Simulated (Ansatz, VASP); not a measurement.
**Two plane-wave programs on LiGaI2**

INCAR

```
  ALGO = Normal
  EDIFF = 1E-6
  ENCUT = 520
  GGA = PE
  ISIF = 2
  ISMEAR = 0
  LASPH = T
  LCHARG = F
  LREAL = F
  LWAVE = F
  NBANDS = 23
  NELM = 60
  PREC = Accurate
  SIGMA = 0.1
```

Contents of KPOINTS:

```
k-points
0
Gamma
  4 4 2
```

The input POSCAR:

```
LiGaI2
1.0
    3.8601061200      0.0000000000      0.0000000000
    0.0000000000      3.8601061200      0.0000000000
    0.0000000000      0.0000000000      8.1577070100
Li Ga I
1 1 2
Direct
    0.0000000000      0.0000000000      0.7485212800
    0.0000000000      0.0000000000      0.0209034500
    0.5000000000      0.0000000000      0.4327019200
    0.0000000000      0.5000000000      0.4327019200
```

Input for Ansatz:

```yaml
crystal:
  lattice:
    - [3.86010612, 0.0, 0.0]
    - [0.0, 3.86010612, 0.0]
    - [0.0, 0.0, 8.15770701]
  atoms:
    - { symbol: Li, position: [0.0, 0.0, 0.74852128] }
    - { symbol: Ga, position: [0.0, 0.0, 0.02090345] }
    - { symbol: I, position: [0.5, 0.0, 0.43270192] }
    - { symbol: I, position: [0.0, 0.5, 0.43270192] }
basis:
  ecutwfc: 420
kpoints:
  mp_grid: { grid: [4, 4, 2] }
hamiltonian:
  xc: pbe
scf:
  occupations: { method: gaussian, width: 0.1 }
  lower_state_search: "off"
output:
  forces: true
  stress: true
  eigenvalues: true
```

Alike in both runs: task single point; functional PBE; k mesh 4 × 4 × 2; occupations gaussian, width 0.1 eV; no spin polarisation.

|  | VASP | Ansatz |
| --- | --- | --- |
| version | VASP 6.6.1 | Ansatz 0.2.0 |
| potentials or method | VASP PAW PBE potentials, release 64 (Li_sv, Ga_d, I), cutoff 520 eV | scalar-relativistic, plane waves, PAW |
| valence electrons in the cell | 30 | 50 |

Ansatz gave:

| Property | Result |
| --- | --- |
| gap on the k mesh at the Fermi level (eV) | none |
| rms of the force components (eV/Å) | 0.586 |

Task: What did VASP give for the same quantities?

Result: gap on the k mesh at the Fermi level (eV): none; rms of the force components (eV/Å): 0.592.

Atom by atom the forces differ by 0.006 eV/Å (rms over components). A gap of «none» marks a metal or a gap that the smearing closes. VASP's potentials hold 30 valence electrons a cell and Ansatz's 50, so a difference there can come from the potentials and not from the codes.

The k mesh is coarse, so the values compare programs but aren't converged. Neither program's run includes spin-orbit coupling. Noted on VASP's run: the cutoff is short for stress, so the pressure is rough.
